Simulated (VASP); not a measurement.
Wanted: the native input for a VASP 6.6.1 run.

| Quantity | Value |
| --- | --- |
| Task | single point |
| Functional | PBE |
| Potentials or basis | VASP PAW PBE potentials, release 64 (Li_sv, B, N) |
| Cutoff | 520 eV |
| k mesh | 4 × 8 × 8 |
| Occupations | gaussian, width 0.1 eV |
| Spin | no spin polarisation |
| Dipole correction | no |
| Further INCAR settings | LREAL = Auto; ALGO = Normal; EDIFF = 1e-07; NBANDS = 54 |

The structure of LiB2N2 lies in POSCAR:

```
LiB2N2
1.0
    9.5767513114      0.0000000000      0.0000000000
    0.0000000000      5.0038366777      0.0000000000
    0.0000000000      0.0000000000      4.3635843646
Li B N
4 8 8
Direct
    0.5000000000      0.2961520139      0.2500000000
    0.0000000000      0.7961520139      0.2500000000
    0.0000000000      0.2038479861      0.7500000000
    0.5000000000      0.7038479861      0.7500000000
    0.7707869040      0.1285322835      0.1116130652
    0.7707869040      0.8714677165      0.6116130652
    0.2292130960      0.8714677165      0.8883869348
    0.2292130960      0.1285322835      0.3883869348
    0.7292130960      0.3714677165      0.6116130652
    0.2707869040      0.6285322835      0.3883869348
    0.7292130960      0.6285322835      0.1116130652
    0.2707869040      0.3714677165      0.8883869348
    0.2312200617      0.8721447710      0.2236522789
    0.7687799383      0.1278552290      0.7763477211
    0.2312200617      0.1278552290      0.7236522789
    0.7687799383      0.8721447710      0.2763477211
    0.2687799383      0.6278552290      0.7236522789
    0.2687799383      0.3721447710      0.2236522789
    0.7312200617      0.3721447710      0.2763477211
    0.7312200617      0.6278552290      0.7763477211
```

The input as run:

INCAR

```
SYSTEM = LiB2N2
ALGO = Normal
EDIFF = 1E-7
ENCUT = 520
GGA = PE
ISIF = 2
ISMEAR = 0
LASPH = .TRUE.
LCHARG = .TRUE.
LELF = .TRUE.
LREAL = Auto
LVHAR = .TRUE.
LWAVE = .FALSE.
NBANDS = 54
NELM = 100
PREC = Accurate
SIGMA = 0.1
```

KPOINTS

```
k-points
0
G
  4 8 8
  0 0 0
```

Potentials or basis: VASP PAW PBE potentials, release 64 (Li_sv, B, N).

Run with:

```sh
$ cat potpaw_PBE.64/Li_sv/POTCAR potpaw_PBE.64/B/POTCAR potpaw_PBE.64/N/POTCAR > POTCAR
$ mpirun -np 1 vasp_std > vasp.out
```

Results of the run:

The largest force is 0.006 eV/Å and the band gap on the k mesh is zero (bands 38 and 39 overlap by 0.61 eV).

Wall time 14 min on 1 thread of Intel(R) Xeon(R) Platinum 8488C (Sapphire Rapids), with other jobs on the host, peak memory 0.61 GiB.
